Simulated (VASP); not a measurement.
Crystal: GaSe5.

```xyz
6
Lattice="6.1771 0.0000 0.0000 -3.0885 5.3495 0.0000 0.0000 0.0000 5.5807" Properties=species:S:1:pos:R:3 pbc="T T T"
Ga    0.0000    0.0000    2.7903
Se    4.0802    0.0000    0.0000
Se   -2.0401    3.5335    0.0000
Se    1.0485    1.8160    0.0000
Se    0.0000    3.5663    2.7903
Se    3.0885    1.7832    2.7903
```

The cell was generated, and may not be a known phase.

```yaml
Program: VASP 6.6.1
Task: relaxation of cell and atoms
Functional: PBE
Potentials_or_basis: VASP PAW PBE potentials, release 64 (Ga_d, Se)
Cutoff: 600 eV
k_mesh: 3 × 3 × 4
Occupations: gaussian, width 0.1 eV
Spin: no spin polarisation
```

At the start: pressure -9.0 GPa; volume 30.73 Å³/atom.

**Question.** How do energy, volume and symmetry change on relaxing?

**Answer.** Over 31 steps the energy falls by 691.3 meV/atom and the volume is 22.19 Å³/atom (-27.8 %); space group P-62m (No. 189, to 0.1 Å) before and after.

Step by step:
| step | energy change (eV) | largest force (eV/Å) | pressure (GPa) | volume (Å³) |
| --- | --- | --- | --- | --- |
| 1 | 0.0000 | 0.3054 | -9.00 | 184.41 |
| 2 | -2.2865 | 0.3838 | -5.81 | 141.99 |
| 3 | -2.6901 | 0.2849 | -0.40 | 126.10 |
| 4 | -2.6964 | 0.2648 | 0.76 | 123.76 |
| 5 | -2.6957 | 0.2744 | 0.25 | 124.82 |
| 6 | -2.8390 | 0.1524 | 0.45 | 124.46 |
| 7 | -3.4879 | 0.1284 | 2.43 | 122.44 |
| 8 | -2.2100 | 1.2155 | 21.32 | 113.83 |
| 9 | -3.5613 | 0.5501 | 6.95 | 120.19 |
| 10 | -3.5912 | 0.4527 | 5.76 | 120.76 |
| 11 | -3.6481 | 0.4634 | 5.33 | 122.32 |
| 12 | -3.7708 | 0.4889 | 4.35 | 126.90 |
| 13 | -3.8437 | 0.3587 | 2.89 | 135.54 |
| 14 | -3.8967 | 0.2962 | 1.48 | 137.69 |
| 15 | -3.9225 | 0.1865 | -0.34 | 140.95 |
| 16 | -3.9227 | 0.1950 | -0.21 | 140.68 |
| 17 | -3.9259 | 0.1981 | -0.21 | 140.53 |
| 18 | -3.9357 | 0.2106 | -0.26 | 140.07 |
| 19 | -3.9578 | 0.2482 | -0.37 | 139.14 |
| 20 | -4.0118 | 0.2867 | -0.47 | 137.31 |
| 21 | -4.1044 | 0.1689 | -0.13 | 133.70 |
| 22 | -3.8521 | 0.9388 | 3.46 | 126.65 |
| 23 | -4.1136 | 0.1229 | 0.09 | 132.84 |
| 24 | -4.1188 | 0.0254 | 0.41 | 131.56 |
| 25 | -4.1256 | 0.0070 | 0.43 | 131.51 |
| 26 | -4.1313 | 0.0894 | 0.55 | 131.41 |
| 27 | -4.1373 | 0.0687 | 0.33 | 132.01 |
| 28 | -4.1454 | 0.0101 | -0.33 | 133.80 |
| 29 | -4.1454 | 0.0050 | -0.42 | 133.95 |
| 30 | -4.1474 | 0.0156 | -0.08 | 133.42 |
| 31 | -4.1477 | 0.0269 | 0.07 | 133.15 |

Final structure:
```
Ga Se
1.0
     6.49762    0.00000    0.00000
    -3.24881    5.62710    0.00000
     0.00000    0.00000    3.64171
Ga Se
1 5
Direct
  0.00000 0.00000 0.50000
  0.68750 0.00000 0.00000
  0.00000 0.68750 0.00000
  0.31250 0.31250 0.00000
  0.33333 0.66667 0.50000
  0.66667 0.33333 0.50000
```

Caveat: the k points lie up to 0.43 Å⁻¹ apart in the final cell, too coarse for converged energies and pressures of a metal; the volume moved by over 15 % at a fixed basis, so the end points are rough; an odd number of electrons without spin polarisation forces a metal; a magnetic or distorted state may lie lower.
